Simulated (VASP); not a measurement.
A run of VASP 6.6.1 is set up as follows.

INCAR

```
SYSTEM = FeO
PREC     = Accurate       ! precision mode
ENCUT    = 600            ! plane-wave cutoff, eV
EDIFF    = 1E-6           ! SCF threshold, eV
ISMEAR   = -1             ! smearing method
SIGMA    = 0.1            ! smearing width, eV
LREAL    = .FALSE.        ! projectors in reciprocal space
LASPH    = .TRUE.         ! aspherical terms in the spheres
NELM     = 200            ! most SCF steps
ALGO     = Normal         ! electronic algorithm
ISIF     = 2              ! what is computed and relaxed
LWAVE    = .FALSE.        ! write WAVECAR
LCHARG   = .FALSE.        ! write CHGCAR
ISPIN    = 2              ! spin polarisation
MAGMOM   = 0 0            ! initial moments
LORBIT   = 11             ! projections on sites
LMAXMIX  = 4              ! l up to which the mixer works
LDAU     = .TRUE.         ! DFT+U
LDAUTYPE = 2            
LDAUL    = 2 -1           ! shell
LDAUU    = 5 0            ! U, eV
LDAUJ    = 0 0          
LDAUPRINT= 1            
GGA      = PE             ! functional
NBANDS   = 18             ! bands
GGA_COMPAT= .FALSE.
```

The input KPOINTS:

```
regular mesh
0
G
  4 4 4
  0 0 0
```

POSCAR

```
FeO
1.0
    0.0000000000      2.1217000000      2.1217000000
    2.1217000000      0.0000000000      2.1217000000
    2.1217000000      2.1217000000      0.0000000000
Fe O
1 1
Direct
    0.0000000000      0.0000000000      0.0000000000
    0.5000000000      0.5000000000      0.5000000000
```

Potentials or basis: VASP PAW PBE potentials, release 64 (Fe, O).

Command:

```bash
$ cat potpaw_PBE.64/Fe/POTCAR potpaw_PBE.64/O/POTCAR > POTCAR
$ mpirun -np 1 vasp_std > vasp.out
```

(1) Estimate the band gap on the k mesh.

(2) Predict the net moment.

Answers

(1) 2.81 eV, indirect (least direct gap 3.23 eV).

(2) 0.00 μB per cell.

Caveat: the k points lie up to 0.64 Å⁻¹ apart.
